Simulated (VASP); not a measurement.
# Ir (Fm-3m) in VASP: further runs, part 2 of 2

VASP 6.6.1. The steps go on from the part before.

### 3 Single point, PBE

Input file INCAR:

```
PREC     = Accurate       # precision mode
ENCUT    = 520            # plane-wave cutoff, eV
EDIFF    = 1E-7           # SCF threshold, eV
ISMEAR   = -1             # smearing method
SIGMA    = 0.15           # smearing width, eV
LREAL    = F              # projectors in reciprocal space
LASPH    = T              # aspherical terms in the spheres
NELM     = 100            # most SCF steps
ALGO     = Normal         # electronic algorithm
ISIF     = 2              # what is computed and relaxed
LWAVE    = F              # write WAVECAR
LCHARG   = T              # write CHGCAR
GGA      = PE             # functional
LELF     = T              # ELF
LVHAR    = T            
NBANDS   = 10             # bands
```

Input file KPOINTS:

```
Automatic mesh
0
Gamma
  8 8 8
```

Input file POSCAR:

```
Ir
1.0
    0.0000000000      1.9156000000      1.9156000000
    1.9156000000      0.0000000000      1.9156000000
    1.9156000000      1.9156000000      0.0000000000
Ir
1
Direct
    0.0000000000      0.0000000000      0.0000000000
```

Potentials or basis: VASP PAW PBE potentials, release 64 (Ir).

Started as:

```console
$ cat potpaw_PBE.64/Ir/POTCAR > POTCAR
$ mpirun -np 1 vasp_std > vasp.out
```

OUTCAR:

```text
PREC = Accurate
   ENCUT = 520
   EDIFF = 1E-7
   ISMEAR = -1
   LREAL = F
   LASPH = T
   NELM = 100
   ISIF = 2
   GGA = PE

 ion  position               nearest neighbor table
   1  0.000  0.000  0.000-

  LATTYP: Found a face centered cubic cell.
 ALAT       =     3.8312000000

  Lattice vectors:

 A1 = (   0.0000000000,   1.9156000000,   1.9156000000)
 A2 = (   1.9156000000,   0.0000000000,   1.9156000000)
 A3 = (   1.9156000000,   1.9156000000,   0.0000000000)

Analysis of symmetry for initial positions (statically):
=====================================================================
 Subroutine PRICEL returns:
 Original cell was already a primitive cell.

 Routine SETGRP: Setting up the symmetry group for a
 face centered cubic supercell.

 Subroutine GETGRP returns: Found 48 space group operations
 (whereof 48 operations were pure point group operations)
 out of a pool of 48 trial point group operations.

The static configuration has the point symmetry O_h .

Analysis of symmetry for dynamics (positions and initial velocities):
=====================================================================
 Subroutine PRICEL returns:
 Original cell was already a primitive cell.

 Routine SETGRP: Setting up the symmetry group for a
 face centered cubic supercell.

 Subroutine GETGRP returns: Found 48 space group operations
 (whereof 48 operations were pure point group operations)
 out of a pool of 48 trial point group operations.

The dynamic configuration has the point symmetry O_h .

 Subroutine INISYM returns: Found 48 space group operations
 (whereof 48 operations are pure point group operations),
 and found     1 'primitive' translations

----------------------------------------------------------------------------------------

                                     Primitive cell

  volume of cell :      14.0587

  direct lattice vectors                    reciprocal lattice vectors
     0.000000000  1.915600000  1.915600000    -0.261014826  0.261014826  0.261014826
     1.915600000  0.000000000  1.915600000     0.261014826 -0.261014826  0.261014826
     1.915600000  1.915600000  0.000000000     0.261014826  0.261014826 -0.261014826

  length of vectors
     2.709067500  2.709067500  2.709067500     0.452090940  0.452090940  0.452090940

  position of ions in fractional coordinates (direct lattice)
     0.000000000  0.000000000  0.000000000

  ion indices of the primitive-cell ions
   primitive index   ion index
                 1           1

----------------------------------------------------------------------------------------

 KPOINTS: Automatic mesh

Automatic generation of k-mesh.
 Grid dimensions read from file:
 generate k-points for:    8    8    8

 Generating k-lattice:

  Cartesian coordinates                     Fractional coordinates (reciprocal lattice)
    -0.032626853  0.032626853  0.032626853     0.125000000  0.000000000  0.000000000
     0.032626853 -0.032626853  0.032626853     0.000000000  0.125000000  0.000000000
     0.032626853  0.032626853 -0.032626853     0.000000000  0.000000000  0.125000000

  Length of vectors
     0.056511367  0.056511367  0.056511367

  Shift w.r.t. Gamma in fractional coordinates (k-lattice)
     0.000000000  0.000000000  0.000000000

 Subroutine IBZKPT returns following result:
 ===========================================

 Found     29 irreducible k-points:

 Following reciprocal coordinates:
            Coordinates               Weight
  0.000000  0.000000  0.000000      1.000000
  0.125000  0.000000  0.000000      8.000000
  0.250000  0.000000  0.000000      8.000000
  0.375000  0.000000  0.000000      8.000000
  0.500000  0.000000  0.000000      4.000000
  0.125000  0.125000  0.000000      6.000000
[... 16 lines left out ...]
  0.500000  0.250000  0.125000     48.000000
 -0.375000  0.250000  0.125000     24.000000
 [... further k-points ...]
   k-points           NKPTS =     29   k-points in BZ     NKDIM =     29   number of bands    NBANDS=     10
   number of dos      NEDOS =    301   number of ions     NIONS =      1
   total plane-waves  NPLWV =   8000
   dimension x,y,z NGX =    20 NGY =   20 NGZ =   20
   dimension x,y,z NGXF=    40 NGYF=   40 NGZF=   40
   ions per type =               1
   NGX,Y,Z   is equivalent  to a cutoff of  12.27, 12.27, 12.27 a.u.
   NGXF,Y,Z  is equivalent  to a cutoff of  24.55, 24.55, 24.55 a.u.
 SYSTEM =  unknown system
   PREC   = accura    normal or accurate (medium, high low for compatibility)
   ISTART =      0    job   : 0-new  1-cont  2-samecut
   ICHARG =      2    charge: 1-file 2-atom 10-const
   ISPIN  =      1    spin polarized calculation?
   LNONCOLLINEAR =      F non collinear calculations
   LSORBIT =      F    spin-orbit coupling
   LASPH  =      T    aspherical Exc in radial PAW
   ENCUT  =  520.0 eV  38.22 Ry    6.18 a.u.   5.04  5.04  5.04*2*pi/ulx,y,z
   NELM   =    100;   NELMIN=  2; NELMDL= -5     # of ELM steps
   EDIFF  = 0.1E-06   stopping-criterion for ELM
   LREAL  =      F    real-space projection
   EDIFFG = 0.1E-05   stopping-criterion for IOM
   NSW    =      0    number of steps for IOM
   IBRION =     -1    ionic relax: 0-MD 1-quasi-New 2-CG
   NFREE  =      0    steps in history (QN), initial steepest desc. (CG)
   ISIF   =      2    stress and relaxation
   ISYM   =      2    0-nonsym 1-usesym 2-fastsym
   POTIM  = 0.5000    time-step for ionic-motion
   TEBEG  =    0.0;   TEEND  =   0.0 temperature during run
   PSTRESS=    0.0 pullay stress
   NELECT =       9.0000    total number of electrons
   NUPDOWN=      -1.0000    fix difference up-down
   EMIN   =  10.00;   EMAX   =-10.00  energy-range for DOS
   EFERMI =   0.00;   METHOD = LEGACY
   ISMEAR =    -1;   SIGMA  =   0.15  broadening in eV -4-tet -1-fermi 0-gaus
   EFERMI_NEDOS =   21; number of points for ismear=-14 and -15
   IALGO  =     38    algorithm
   IMIX   =      4    mixing-type and parameters
     AMIX     =   0.40;   BMIX     =  1.00
     AMIX_MAG =   1.60;   BMIX_MAG =  1.00
  volume/ion in A,a.u.               =      14.06        94.87
  Fermi-wavevector in a.u.,A,eV,Ry     =   1.410937  2.666284 27.085691  1.990742
  Thomas-Fermi vector in A             =   2.532839
   LORBIT       =      0    0 simple, 1 ext, 2 COOP (PROOUT), +10 PAW based schemes
   GGA     = PE    functional components
   LHFCALC =     F    Hartree Fock is set to
   AEXX    =    0.0000 exact exchange contribution
   IVDW    =     0    specifies the selected vdW correction
   LEPSILON=     F    determine dielectric tensor
   LRPA    =     F    only Hartree local field effects (RPA)
 non-spin polarized calculation
  energy-cutoff  :      520.00
  volume of cell :       14.06
 maximum number of plane-waves:       391
   NGX =  9   NGY =  9   NGZ =  9

 number of electron       9.0000000 magnetization

 Free energy of the ion-electron system (eV)
  ---------------------------------------------------
  ext. energy  EPLUGINS =         0.00000000
  ---------------------------------------------------
  free energy    TOTEN  =        -8.81314344 eV

  energy without entropy =       -8.71244695  energy(sigma->0) =       -8.76279520

 E-fermi :  10.5406     XC(G=0): -14.0254

 val. band max:       10.5269775174   @ k =  -0.3750   0.1250   0.0000
 cond. band min:      10.5957233698   @ k =  -0.3750   0.2500   0.0000
 fundamental gap:      0.0687458524
 Fermi energy:        10.5405790420

 k-point     1 :       0.0000    0.0000    0.0000
  band No.  band energies     occupation
      1      -0.6712      2.00000
      2       6.5952      2.00000
      3       6.5952      2.00000
      4       6.5952      2.00000
      5       9.3163      1.99943
      6       9.3163      1.99943
      7      24.8207      0.00000
      8      30.4553      0.00000
      9      30.4553      0.00000
     10      30.4553      0.00000

 k-point     2 :       0.1250    0.0000    0.0000
  band No.  band energies     occupation
      1       0.0052      2.00000
      2       6.2714      2.00000
      3       6.8618      2.00000
      4       6.8618      2.00000
      5       9.1711      1.99978
      6       9.1711      1.99978
      7      25.9336      0.00000
      8      27.8632      0.00000
      9      31.5773      0.00000
     10      31.5773      0.00000
[... 274 lines left out ...]
 k-point    24 :      -0.3750    0.2500    0.1250
  band No.  band energies     occupation
      1       3.8368      2.00000
      2       5.2310      2.00000
      3       6.8752      2.00000
      4       7.9116      2.00000
      5      11.1054      0.04526
      6      15.7199      0.00000
      7      17.2448      0.00000
      8      26.3010      0.00000
      9      26.4929      0.00000
     10      30.3882      0.00000

 [... further k-points ...]
[... 5 lines left out ...]
  --------------------------------------------------------------------------------------
  -------------------------------------------------------------------------------------
  Total        1.2635642      1.2635642      1.2635642      0.0000000     -0.0000000      0.0000000
  in kB      144.0003080    144.0003080    144.0003080      0.0000000     -0.0000000      0.0000000
  external PRESSURE =     144.0003080 kB  Pullay stress =       0.0000000 kB

 VOLUME and BASIS-vectors are now :
 -----------------------------------------------------------------------------
  energy-cutoff  :      520.00
  volume of cell :       14.06
      direct lattice vectors                 reciprocal lattice vectors
     0.000000000  1.915600000  1.915600000    -0.261014826  0.261014826  0.261014826
     1.915600000  0.000000000  1.915600000     0.261014826 -0.261014826  0.261014826
     1.915600000  1.915600000  0.000000000     0.261014826  0.261014826 -0.261014826

 POSITION                                       TOTAL-FORCE (eV/Angst)
 -----------------------------------------------------------------------------------
      0.00000      0.00000      0.00000        -0.000000      0.000000     -0.000000
 -----------------------------------------------------------------------------------
    total drift:                                0.000000      0.000000      0.000000

  FREE ENERGIE OF THE ION-ELECTRON SYSTEM (eV)
  ---------------------------------------------------
  free  energy   TOTEN  =        -8.8131434411 eV

  energy  without entropy=       -8.7124469532  energy(sigma->0) =       -8.76279520
```

It took 4.5 s on 1 thread of Intel Xeon Platinum 8259CL at 2.50GHz (Skylake/Cascade Lake), shared host; peak memory 0.12 GiB.

What came out:

- Free energy: -8.8131 eV
- Pressure: 14.4 GPa

Caveat: spin-orbit coupling is left out, which moves the levels of the heavy elements.

### 4 Single point, PBE

Input file INCAR:

```
ALGO     = Normal         # electronic algorithm
EDIFF    = 1E-6           # SCF threshold, eV
ENCUT    = 520            # plane-wave cutoff, eV
GGA      = PE             # functional
ISIF     = 2              # what is computed and relaxed
ISMEAR   = -1             # smearing method
LASPH    = T              # aspherical terms in the spheres
LCHARG   = F              # write CHGCAR
LREAL    = F              # projectors in reciprocal space
LWAVE    = F              # write WAVECAR
NBANDS   = 10             # bands
NELM     = 80             # most SCF steps
PREC     = Accurate       # precision mode
SIGMA    = 0.15           # smearing width, eV
```

Input file KPOINTS:

```
k-points
0
Gamma
  10 10 10
```

POSCAR is that of step 3.

Started as:

```console
$ cat potpaw_PBE.64/Ir/POTCAR > POTCAR
$ mpirun -np 1 vasp_std > vasp.out
```

Run time: 5.4 s. Hardware: 1 thread of Intel Xeon Platinum 8259CL at 2.50GHz (Skylake/Cascade Lake), shared host; peak memory 0.13 GiB.

Results (log left out):

- Free energy: -8.8737 eV
- Pressure: 12.8 GPa

Levels at points of the mesh, in eV from the Fermi level:
| k point | band 2 | band 3 | band 4 | band 5 | band 6 | band 7 |
| --- | --- | --- | --- | --- | --- | --- |
| (0.00, 0.00, 0.00) | -3.96 | -3.96 | -3.96 | -1.24 | -1.24 | 14.27 |
| (0.50, 0.00, 0.00) | -4.07 | -4.07 | -0.82 | 0.87 | 0.87 | 7.29 |
| (0.50, 0.50, 0.00) | -7.45 | 0.84 | 1.46 | 1.46 | 1.66 | 10.56 |

Caveat: spin-orbit coupling is left out, which moves the levels of the heavy elements.

### 5 Single point, PBE

Input file INCAR:

```
SYSTEM = Ir
ALGO = Normal ; EDIFF = 1E-6
ENCUT = 520 ; GGA = PE
ISIF = 2 ; ISMEAR = -1
LASPH = .True. ; LCHARG = .False.
LREAL = .False. ; LWAVE = .False.
NBANDS = 10 ; NELM = 80
PREC = Accurate ; SIGMA = 0.15
```

Input file KPOINTS:

```
k-points
0
Gamma
  12 12 12
  0 0 0
```

POSCAR is that of step 4.

Started as:

```console
$ cat potpaw_PBE.64/Ir/POTCAR > POTCAR
$ mpirun -np 1 vasp_std > vasp.out
```

Wall time 7.9 s (1 thread of Intel Xeon Platinum 8259CL at 2.50GHz (Skylake/Cascade Lake), shared host); peak memory 0.13 GiB.

Results (log left out):

| Item | Value |
| --- | --- |
| Free energy | -8.8758 eV |
| Pressure | 12.4 GPa |

Levels at points of the mesh, in eV from the Fermi level:
```tsv
k point	band 1	band 2	band 3	band 4	band 5	band 6	band 7	band 8
(0.00, 0.00, 0.00)	-11.15	-3.88	-3.88	-3.88	-1.17	-1.17	14.36	19.98
(0.50, 0.00, 0.00)	-8.12	-3.99	-3.99	-0.74	0.95	0.95	7.37	13.90
(0.50, 0.50, 0.00)	-7.95	-7.37	0.92	1.54	1.54	1.74	10.64	11.78
```

Caveat: spin-orbit coupling is left out, which moves the levels of the heavy elements.

### 6 Summary

| k mesh | gap on the mesh (eV) | pressure (GPa) |
| --- | --- | --- |
| 6 × 6 × 6 | none | 13.9 |
| 8 × 8 × 8 | none | 14.4 |
| 10 × 10 × 10 | none | 12.8 |
| 12 × 12 × 12 | none | 12.4 |

Alike in all rows: task single point; level PBE; potentials or basis VASP PAW PBE potentials, release 64 (Ir); no spin polarisation; cell as given; cutoff (eV) 520; smearing fermi-dirac 0.15 eV.

Caveats: some runs use coarse meshes; spin-orbit coupling is left out, which moves the levels of the heavy elements.

Total energies depend on the potentials used, so only differences within one code and one set of settings carry meaning.
